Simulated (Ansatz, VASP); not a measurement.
## One calculation of Pb, two programs

```
Pb
1.0
     0.00000    2.46980    2.46980
     2.46980    0.00000    2.46980
     2.46980    2.46980    0.00000
Pb
1
Direct
  0.00000 0.00000 0.00000
```

Alike in both runs: task single point; functional LDA; k mesh 16 × 16 × 16; occupations gaussian, width 0.15 eV; no spin polarisation.

|  | VASP | Ansatz |
| --- | --- | --- |
| version | VASP 6.6.1 | Ansatz 0.2.0 |
| potentials or method | VASP PAW LDA potentials, release 64 (Pb_d), cutoff 520 eV | scalar-relativistic, plane waves, PAW |
| valence electrons in the cell | 14 | 14 |

Ansatz gave:

```
gap on the k mesh at the Fermi level (eV) : none
pressure (GPa)                            : -1.8
```

Task: Estimate VASP's values.

Result: gap on the k mesh at the Fermi level (eV): none; pressure (GPa): -1.7.

LDA's correlation is that of Perdew and Zunger in VASP and of Perdew and Wang (1992) in Ansatz. A gap of «none» marks a metal or a gap that the smearing closes.

Neither program's run includes spin-orbit coupling.
